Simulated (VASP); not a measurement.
# LiBr (Fm-3m) in VASP: single point with PBEsol

Aim: the single point of LiBr with PBEsol.

All numbers are computed with VASP 6.6.1; they aren't measurements. Logs are shortened: lines on timing, memory, paths and dates and some standing lists are left out, and cuts for length are marked.

**1. The cell of the first run**

It takes space group Fm-3m (No. 225, cubic). Conventional cell: a = 5.383 Å, b = 5.383 Å, c = 5.383 Å, α = 90.00°, β = 90.00°, γ = 90.00°. Li (site symmetry m-3m) has 6 Br at 2.69 Å within 3.5 Å. Within 3.5 Å of Br (site symmetry m-3m) lie 6 Li at 2.69 Å.

**2. Single point, PBEsol**

INCAR

```
SYSTEM = LiBr
PREC = Accurate
ENCUT = 750
EDIFF = 1E-6
ISMEAR = -1
SIGMA = 0.1
LREAL = .False.
LASPH = .True.
NELM = 120
ALGO = Normal
ISIF = 2
LWAVE = .False.
LCHARG = .False.
GGA = PS
NBANDS = 12
GGA_COMPAT = .False.
```

KPOINTS

```
regular mesh
0
Gamma
  8 8 8
  0 0 0
```

POSCAR

```
LiBr
1.0
    0.0000000000      2.6912640000      2.6912640000
    2.6912640000      0.0000000000      2.6912640000
    2.6912640000      2.6912640000      0.0000000000
Li Br
1 1
Direct
    0.0000000000      0.0000000000      0.0000000000
    0.5000000000      0.5000000000      0.5000000000
```

Potentials or basis: VASP PAW PBE potentials, release 64 (Li_sv, Br).

Launch:

```
> cat potpaw_PBE.64/Li_sv/POTCAR potpaw_PBE.64/Br/POTCAR > POTCAR
> mpirun -np 1 vasp_std > vasp.out
```

OUTCAR:

```text
SYSTEM = LiBr
   PREC = Accurate
   ENCUT = 750
   EDIFF = 1E-6
   ISMEAR = -1
   LREAL = .False.
   LASPH = .True.
   NELM = 120
   ISIF = 2
   GGA = PS

 ion  position               nearest neighbor table
   1  0.000  0.000  0.000-   2 2.69   2 2.69   2 2.69   2 2.69   2 2.69   2 2.69
   2  0.500  0.500  0.500-   1 2.69   1 2.69   1 2.69   1 2.69   1 2.69   1 2.69

  LATTYP: Found a face centered cubic cell.
 ALAT       =     5.3825280000

  Lattice vectors:

 A1 = (   0.0000000000,   2.6912640000,   2.6912640000)
 A2 = (   2.6912640000,   0.0000000000,   2.6912640000)
 A3 = (   2.6912640000,   2.6912640000,   0.0000000000)

Analysis of symmetry for initial positions (statically):
=====================================================================
 Subroutine PRICEL returns:
 Original cell was already a primitive cell.

 Routine SETGRP: Setting up the symmetry group for a
 face centered cubic supercell.

 Subroutine GETGRP returns: Found 48 space group operations
 (whereof 48 operations were pure point group operations)
 out of a pool of 48 trial point group operations.

The static configuration has the point symmetry O_h .

Analysis of symmetry for dynamics (positions and initial velocities):
=====================================================================
 Subroutine PRICEL returns:
 Original cell was already a primitive cell.

 Routine SETGRP: Setting up the symmetry group for a
 face centered cubic supercell.

 Subroutine GETGRP returns: Found 48 space group operations
 (whereof 48 operations were pure point group operations)
 out of a pool of 48 trial point group operations.

The dynamic configuration has the point symmetry O_h .

 Subroutine INISYM returns: Found 48 space group operations
 (whereof 48 operations are pure point group operations),
 and found     1 'primitive' translations

----------------------------------------------------------------------------------------

                                     Primitive cell

  volume of cell :      38.9851

  direct lattice vectors                    reciprocal lattice vectors
     0.000000000  2.691264000  2.691264000    -0.185786307  0.185786307  0.185786307
     2.691264000  0.000000000  2.691264000     0.185786307 -0.185786307  0.185786307
     2.691264000  2.691264000  0.000000000     0.185786307  0.185786307 -0.185786307

  length of vectors
     3.806022049  3.806022049  3.806022049     0.321791323  0.321791323  0.321791323

  position of ions in fractional coordinates (direct lattice)
     0.000000000  0.000000000  0.000000000
     0.500000000  0.500000000  0.500000000

  ion indices of the primitive-cell ions
   primitive index   ion index
                 1           1
                 2           2

----------------------------------------------------------------------------------------

 KPOINTS: regular mesh

Automatic generation of k-mesh.
 Grid dimensions read from file:
 generate k-points for:    8    8    8

 Generating k-lattice:

  Cartesian coordinates                     Fractional coordinates (reciprocal lattice)
    -0.023223288  0.023223288  0.023223288     0.125000000  0.000000000  0.000000000
     0.023223288 -0.023223288  0.023223288     0.000000000  0.125000000  0.000000000
     0.023223288  0.023223288 -0.023223288     0.000000000  0.000000000  0.125000000

  Length of vectors
     0.040223915  0.040223915  0.040223915

  Shift w.r.t. Gamma in fractional coordinates (k-lattice)
     0.000000000  0.000000000  0.000000000

 Subroutine IBZKPT returns following result:
 ===========================================

 Found     29 irreducible k-points:

 Following reciprocal coordinates:
            Coordinates               Weight
  0.000000  0.000000  0.000000      1.000000
  0.125000  0.000000  0.000000      8.000000
  0.250000  0.000000  0.000000      8.000000
  0.375000  0.000000  0.000000      8.000000
  0.500000  0.000000  0.000000      4.000000
  0.125000  0.125000  0.000000      6.000000
[... 16 lines left out ...]
  0.500000  0.250000  0.125000     48.000000
 -0.375000  0.250000  0.125000     24.000000
 [... further k-points ...]
   k-points           NKPTS =     29   k-points in BZ     NKDIM =     29   number of bands    NBANDS=     12
   number of dos      NEDOS =    301   number of ions     NIONS =      2
   total plane-waves  NPLWV =  46656
   dimension x,y,z NGX =    36 NGY =   36 NGZ =   36
   dimension x,y,z NGXF=    72 NGYF=   72 NGZF=   72
   ions per type =               1   1
   NGX,Y,Z   is equivalent  to a cutoff of  15.72, 15.72, 15.72 a.u.
   NGXF,Y,Z  is equivalent  to a cutoff of  31.45, 31.45, 31.45 a.u.
 SYSTEM =  LiBr
   PREC   = accura    normal or accurate (medium, high low for compatibility)
   ISTART =      0    job   : 0-new  1-cont  2-samecut
   ICHARG =      2    charge: 1-file 2-atom 10-const
   ISPIN  =      1    spin polarized calculation?
   LNONCOLLINEAR =      F non collinear calculations
   LSORBIT =      F    spin-orbit coupling
   LASPH  =      T    aspherical Exc in radial PAW
   ENCUT  =  750.0 eV  55.12 Ry    7.42 a.u.   8.50  8.50  8.50*2*pi/ulx,y,z
   NELM   =    120;   NELMIN=  2; NELMDL= -5     # of ELM steps
   EDIFF  = 0.1E-05   stopping-criterion for ELM
   LREAL  =      F    real-space projection
   EDIFFG = 0.1E-04   stopping-criterion for IOM
   NSW    =      0    number of steps for IOM
   IBRION =     -1    ionic relax: 0-MD 1-quasi-New 2-CG
   NFREE  =      0    steps in history (QN), initial steepest desc. (CG)
   ISIF   =      2    stress and relaxation
   ISYM   =      2    0-nonsym 1-usesym 2-fastsym
   POTIM  = 0.5000    time-step for ionic-motion
   TEBEG  =    0.0;   TEEND  =   0.0 temperature during run
   PSTRESS=    0.0 pullay stress
   NELECT =      10.0000    total number of electrons
   NUPDOWN=      -1.0000    fix difference up-down
   EMIN   =  10.00;   EMAX   =-10.00  energy-range for DOS
   EFERMI =   0.00;   METHOD = LEGACY
   ISMEAR =    -1;   SIGMA  =   0.10  broadening in eV -4-tet -1-fermi 0-gaus
   EFERMI_NEDOS =   21; number of points for ismear=-14 and -15
   IALGO  =     38    algorithm
   IMIX   =      4    mixing-type and parameters
     AMIX     =   0.40;   BMIX     =  1.00
     AMIX_MAG =   1.60;   BMIX_MAG =  1.00
  volume/ion in A,a.u.               =      19.49       131.54
  Fermi-wavevector in a.u.,A,eV,Ry     =   1.040180  1.965655 14.721158  1.081975
  Thomas-Fermi vector in A             =   2.174744
   LORBIT       =      0    0 simple, 1 ext, 2 COOP (PROOUT), +10 PAW based schemes
   GGA     = PS    functional components
   LHFCALC =     F    Hartree Fock is set to
   AEXX    =    0.0000 exact exchange contribution
   IVDW    =     0    specifies the selected vdW correction
   LEPSILON=     F    determine dielectric tensor
   LRPA    =     F    only Hartree local field effects (RPA)
 non-spin polarized calculation
  energy-cutoff  :      750.00
  volume of cell :       38.99
 maximum number of plane-waves:      1840
 NGX is ok and might be reduce to    36
   NGX = 17   NGY = 17   NGZ = 17

 number of electron      10.0000001 magnetization

 Free energy of the ion-electron system (eV)
  ---------------------------------------------------
  ext. energy  EPLUGINS =         0.00000000
  ---------------------------------------------------
  free energy    TOTEN  =        -6.93429182 eV

  energy without entropy =       -6.93429182  energy(sigma->0) =       -6.93429182

 E-fermi :   2.9912     XC(G=0):  -8.8608

 val. band max:        0.7094705939   @ k =   0.0000   0.0000   0.0000
 cond. band min:       5.7709994720   @ k =   0.0000   0.0000   0.0000
 fundamental gap:      5.0615288780
 Fermi energy:         2.9911805078

 k-point     1 :       0.0000    0.0000    0.0000
  band No.  band energies     occupation
      1     -42.8744      2.00000
      2     -12.9849      2.00000
      3       0.7095      2.00000
      4       0.7095      2.00000
      5       0.7095      2.00000
      6       5.7710      0.00000
      7      11.1436      0.00000
      8      11.1436      0.00000
      9      11.1436      0.00000
     10      13.1567      0.00000
     11      13.1567      0.00000
     12      13.1567      0.00000

 k-point     2 :       0.1250    0.0000    0.0000
  band No.  band energies     occupation
      1     -42.8741      2.00000
      2     -12.9105      2.00000
      3       0.0522      2.00000
      4       0.6607      2.00000
      5       0.6607      2.00000
      6       6.3160      0.00000
      7      10.4139      0.00000
      8      11.0249      0.00000
      9      11.0249      0.00000
     10      12.1732      0.00000
     11      12.1732      0.00000
     12      13.5010      0.00000

 k-point     3 :       0.2500    0.0000    0.0000
  band No.  band energies     occupation
      1     -42.8735      2.00000
      2     -12.7208      2.00000
      3      -1.1630      2.00000
      4       0.5505      2.00000
      5       0.5505      2.00000
      6       6.6983      0.00000
      7       9.8853      0.00000
      8       9.8853      0.00000
      9      10.5891      0.00000
     10      13.1175      0.00000
     11      13.1175      0.00000
     12      13.8810      0.00000

 k-point     4 :       0.3750    0.0000    0.0000
  band No.  band energies     occupation
      1     -42.8730      2.00000
      2     -12.5144      2.00000
      3      -2.1399      2.00000
      4       0.4499      2.00000
      5       0.4499      2.00000
      6       6.3792      0.00000
      7       9.0338      0.00000
      8       9.0338      0.00000
      9      12.1079      0.00000
     10      14.3403      0.00000
     11      14.9760      0.00000
     12      14.9760      0.00000

 k-point     5 :       0.5000    0.0000    0.0000
  band No.  band energies     occupation
      1     -42.8727      2.00000
      2     -12.4231      2.00000
      3      -2.5072      2.00000
      4       0.4107      2.00000
      5       0.4107      2.00000
      6       6.1964      0.00000
      7       8.7404      0.00000
      8       8.7404      0.00000
      9      13.0327      0.00000
     10      14.8480      0.00000
     11      16.7568      0.00000
     12      16.7568      0.00000
[... 228 lines left out ...]
      1     -42.8722      2.00000
      2     -12.1896      2.00000
      3      -2.5392      2.00000
      4      -0.5817      2.00000
      5      -0.5817      2.00000
      6       6.9586      0.00000
      7       7.5361      0.00000
      8      12.7487      0.00000
      9      13.4929      0.00000
     10      13.4929      0.00000
     11      16.7738      0.00000
     12      18.5709      0.00000

 k-point    22 :       0.3750    0.2500    0.1250
  band No.  band energies     occupation
      1     -42.8731      2.00000
      2     -12.5668      2.00000
      3      -1.3866      2.00000
      4      -0.3207      2.00000
      5       0.3068      2.00000
      6       8.0545      0.00000
      7       8.8476      0.00000
      8       9.1932      0.00000
      9      11.0874      0.00000
     10      12.3499      0.00000
     11      15.6578      0.00000
     12      15.9325      0.00000

 k-point    23 :       0.5000    0.2500    0.1250
  band No.  band energies     occupation
      1     -42.8726      2.00000
      2     -12.3900      2.00000
      3      -1.9579      2.00000
      4      -0.7176      2.00000
      5       0.1196      2.00000
      6       7.9078      0.00000
      7       8.6284      0.00000
      8       9.8603      0.00000
      9      10.9749      0.00000
     10      13.6085      0.00000
     11      16.3689      0.00000
     12      16.8101      0.00000

 k-point    24 :      -0.3750    0.2500    0.1250
  band No.  band energies     occupation
      1     -42.8725      2.00000
      2     -12.3127      2.00000
      3      -2.2068      2.00000
      4      -0.8256      2.00000
      5       0.0140      2.00000
      6       7.7264      0.00000
      7       8.5938      0.00000
      8       9.9873      0.00000
      9      11.6614      0.00000
     10      14.4240      0.00000
     11      14.9620      0.00000
     12      17.6500      0.00000

 [... further k-points ...]

------------------------ aborting loop because EDIFF is reached ----------------------------------------

  FORCE on cell =-STRESS in cart. coord.  units (eV):
  Direction    XX          YY          ZZ          XY          YZ          ZX
  --------------------------------------------------------------------------------------
  -------------------------------------------------------------------------------------
  Total        0.1099403      0.1099403      0.1099403     -0.0000000     -0.0000000      0.0000000
  in kB        4.5182345      4.5182345      4.5182345     -0.0000000     -0.0000000      0.0000000
  external PRESSURE =       4.5182345 kB  Pullay stress =       0.0000000 kB

 VOLUME and BASIS-vectors are now :
 -----------------------------------------------------------------------------
  energy-cutoff  :      750.00
  volume of cell :       38.99
      direct lattice vectors                 reciprocal lattice vectors
     0.000000000  2.691264000  2.691264000    -0.185786307  0.185786307  0.185786307
     2.691264000  0.000000000  2.691264000     0.185786307 -0.185786307  0.185786307
     2.691264000  2.691264000  0.000000000     0.185786307  0.185786307 -0.185786307

 POSITION                                       TOTAL-FORCE (eV/Angst)
 -----------------------------------------------------------------------------------
      0.00000      0.00000      0.00000        -0.000000     -0.000000     -0.000000
      2.69126      2.69126      2.69126         0.000000      0.000000      0.000000
 -----------------------------------------------------------------------------------
    total drift:                                0.000000      0.000000      0.000000

  FREE ENERGIE OF THE ION-ELECTRON SYSTEM (eV)
  ---------------------------------------------------
  free  energy   TOTEN  =        -6.9342918246 eV

  energy  without entropy=       -6.9342918246  energy(sigma->0) =       -6.93429182
```

It took 32 s on 1 thread of AMD EPYC 7R43 (Zen 3), shared host; peak memory 0.17 GiB.

Results:

- Free energy: -6.9343 eV
- Pressure: 0.5 GPa
- Band gap on the k mesh: 5.06 eV

Levels at points of the mesh, in eV from the valence-band top:
```csv
k point,band 3,band 4,band 5,band 6,band 7,band 8
"(0.00, 0.00, 0.00)",0.00,0.00,0.00,5.06,10.43,10.43
"(0.50, 0.00, 0.00)",-3.22,-0.30,-0.30,5.49,8.03,8.03
"(0.50, 0.50, 0.00)",-3.25,-1.29,-1.29,6.25,6.83,12.04
```

Caveat: the PAW data sets were made with another functional, which shifts forces and pressure a little. A k mesh can miss the band edges.
